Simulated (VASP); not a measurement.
A run of VASP 6.6.1 is set up as follows.

File INCAR:

```
PREC = Accurate ; ENCUT = 520
EDIFF = 1E-6 ; ISMEAR = -1
SIGMA = 0.08 ; LREAL = F
LASPH = T ; NELM = 100
ALGO = Normal ; ISIF = 2
LWAVE = F ; LCHARG = F
GGA = PE ; NBANDS = 10
```

The input KPOINTS:

```
Automatic mesh
0
Gamma
  16 16 16
```

POSCAR

```
Br
1.0
   -1.6745741358      1.6745741358      1.6745741358
    1.6745741358     -1.6745741358      1.6745741358
    1.6745741358      1.6745741358     -1.6745741358
Br
1
Direct
    0.0000000000      0.0000000000      0.0000000000
```

Potentials or basis: VASP PAW PBE potentials, release 64 (Br).

The run is started by

```bash
$ cat potpaw_PBE.64/Br/POTCAR > POTCAR
$ mpirun -np 1 vasp_std > vasp.out
```

(1) What does it give for the pressure?

Answers

(1) 25.2 GPa.

Caveat: an odd number of electrons without spin polarisation forces a metal; a magnetic or distorted state may lie lower.
